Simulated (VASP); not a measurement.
# TiN (TiN (100), 2 layers) in VASP: notebook, part 2 of 2

VASP 6.6.1. The steps go on from the part before.

### Step 4. Single point, PBE

Contents of INCAR:

```
SYSTEM = TiN
PREC     = Accurate       ! precision mode
ENCUT    = 520            ! plane-wave cutoff, eV
EDIFF    = 1E-7           ! SCF threshold, eV
ISMEAR   = -1             ! smearing method
SIGMA    = 0.08           ! smearing width, eV
LREAL    = .FALSE.        ! projectors in reciprocal space
LASPH    = .TRUE.         ! aspherical terms in the spheres
NELM     = 100            ! most SCF steps
ALGO     = Normal         ! electronic algorithm
ISIF     = 2              ! what is computed and relaxed
LWAVE    = .FALSE.        ! write WAVECAR
LCHARG   = .FALSE.        ! write CHGCAR
LDIPOL   = .TRUE.       
IDIPOL   = 3            
DIPOL    = 0.5 0.5 0.500
GGA      = PE             ! functional
NBANDS   = 25             ! bands
EFIELD   = -0.5
```

Contents of KPOINTS:

```
Automatic mesh
0
G
  12 12 1
  0 0 0
```

Contents of POSCAR:

```
TiN
1.0
    3.0032769429      0.0000000000      0.0000000000
    0.0000000000      3.0032769429      0.0000000000
    0.0000000000      0.0000000000     18.1236000000
Ti N
2 2
Direct
    0.0000000000      0.0000000000      0.4470289685
    0.5000000000      0.5000000000      0.5529710348
    0.5000000000      0.5000000000      0.4390954988
    0.0000000000      0.0000000000      0.5609044979
```

Potentials or basis: VASP PAW PBE potentials, release 64 (Ti_sv, N).

Run with:

```bash
cat potpaw_PBE.64/Ti_sv/POTCAR potpaw_PBE.64/N/POTCAR > POTCAR
mpirun -np 1 vasp_std > vasp.out
```

OUTCAR:

```text
SYSTEM = TiN
   PREC = Accurate
   ENCUT = 520
   EDIFF = 1E-7
   ISMEAR = -1
   LREAL = .FALSE.
   LASPH = .TRUE.
   NELM = 100
   ISIF = 2
   GGA = PE

 ion  position               nearest neighbor table
   1  0.000  0.000  0.447-   4 2.06   3 2.13   3 2.13   3 2.13   3 2.13   2 2.86   2 2.86   2 2.86
                             2 2.86
   2  0.500  0.500  0.553-   3 2.06   4 2.13   4 2.13   4 2.13   4 2.13   1 2.86   1 2.86   1 2.86
                             1 2.86
   3  0.500  0.500  0.439-   2 2.06   1 2.13   1 2.13   1 2.13   1 2.13
   4  0.000  0.000  0.561-   1 2.06   2 2.13   2 2.13   2 2.13   2 2.13

  LATTYP: Found a simple tetragonal cell.
 ALAT       =     3.0032769429
 C/A-ratio  =     6.0346083110

  Lattice vectors:

 A1 = (   3.0032769429,   0.0000000000,   0.0000000000)
 A2 = (   0.0000000000,   3.0032769429,   0.0000000000)
 A3 = (   0.0000000000,   0.0000000000,  18.1236000000)

Analysis of symmetry for initial positions (statically):
=====================================================================
 Subroutine PRICEL returns:
 Original cell was already a primitive cell.

 Routine SETGRP: Setting up the symmetry group for a
[... 182 lines left out ...]

 k-point     1 :       0.0000    0.0000    0.0000
  band No.  band energies     occupation
      1     -57.2496      2.00000
      2     -57.1415      2.00000
      3     -33.7031      2.00000
      4     -33.4033      2.00000
      5     -33.4033      2.00000
      6     -33.3677      2.00000
[... 661 lines left out ...]
     24       3.1975      0.00000
     25       4.2235      0.00000

 [... further k-points ...]

------------------------ aborting loop because EDIFF is reached ----------------------------------------

 vacuum level on the upper side and lower side of the slab       (xc-potential included)         2.687        -3.613

  FORCE on cell =-STRESS in cart. coord.  units (eV):
  Direction    XX          YY          ZZ          XY          YZ          ZX
  --------------------------------------------------------------------------------------
  -------------------------------------------------------------------------------------
  Total       -4.6255088     -4.6255088      0.0201264      0.0000000      0.0000000      0.0000000
  in kB      -45.3351294    -45.3351294      0.1972609      0.0000000      0.0000000      0.0000000
  external PRESSURE =     -30.1576659 kB  Pullay stress =       0.0000000 kB

 VOLUME and BASIS-vectors are now :
 -----------------------------------------------------------------------------
  energy-cutoff  :      520.00
  volume of cell :      163.47
      direct lattice vectors                 reciprocal lattice vectors
     3.003276943  0.000000000  0.000000000     0.332969626  0.000000000  0.000000000
     0.000000000  3.003276943  0.000000000     0.000000000  0.332969626  0.000000000
     0.000000000  0.000000000 18.123600000     0.000000000  0.000000000  0.055176676

 POSITION                                       TOTAL-FORCE (eV/Angst)
 -----------------------------------------------------------------------------------
      0.00000      0.00000      8.10177        -0.000000     -0.000000      0.005836
      1.50164      1.50164     10.02183         0.000000      0.000000      0.145216
      1.50164      1.50164      7.95799         0.000000     -0.000000     -0.065443
      0.00000      0.00000     10.16561         0.000000     -0.000000     -0.085609
 -----------------------------------------------------------------------------------
    total drift:                                0.000000      0.000000      0.000032

  FREE ENERGIE OF THE ION-ELECTRON SYSTEM (eV)
  ---------------------------------------------------
  free  energy   TOTEN  =       -37.8515544480 eV

  energy  without entropy=      -37.8019742171  energy(sigma->0) =      -37.82676433

 vacuum level on the upper side and lower side of the slab         6.001        -0.218
```

OSZICAR:

```text
N       E                     dE             d eps       ncg     rms          rms(c)
DAV:   1     0.381925625653E+03    0.38193E+03   -0.17778E+04  1608   0.127E+03
DAV:   2     0.131592629543E+02   -0.36877E+03   -0.35202E+03  1649   0.388E+02
DAV:   3    -0.441544429739E+02   -0.57314E+02   -0.56656E+02  2368   0.140E+02
[... 20 lines left out ...]
DAV:  24    -0.378515526506E+02   -0.14330E-05   -0.13325E-06  1485   0.653E-03    0.885E-04
DAV:  25    -0.378515539214E+02   -0.12709E-05   -0.38348E-07  1089   0.303E-03    0.760E-04
DAV:  26    -0.378515542281E+02   -0.30668E-06   -0.18112E-07  1175   0.202E-03    0.258E-04
DAV:  27    -0.378515543798E+02   -0.15164E-06   -0.49969E-08  1089   0.107E-03    0.227E-04
DAV:  28    -0.378515544480E+02   -0.68222E-07   -0.20634E-08  1008   0.735E-04
   1 F= -.37851554E+02 E0= -.37826764E+02  d E =-.495802E-01
```

Wall time 2.3 min (1 thread of Intel Xeon Platinum 8375C at 2.90GHz (Ice Lake), shared host); peak memory 0.31 GiB.

Results:

- Free energy: -37.8516 eV
- Largest force: 0.145 eV/Å
- Band gap on the k mesh: zero (band 17 reaches 1.60 eV, above the bottom of band 18 at -1.09 eV)

Forces in eV/Å, atoms in the order of the input:
```
Ti   0.000  0.000  0.006
Ti   0.000  0.000  0.145
N    0.000  0.000 -0.065
N    0.000  0.000 -0.086
```
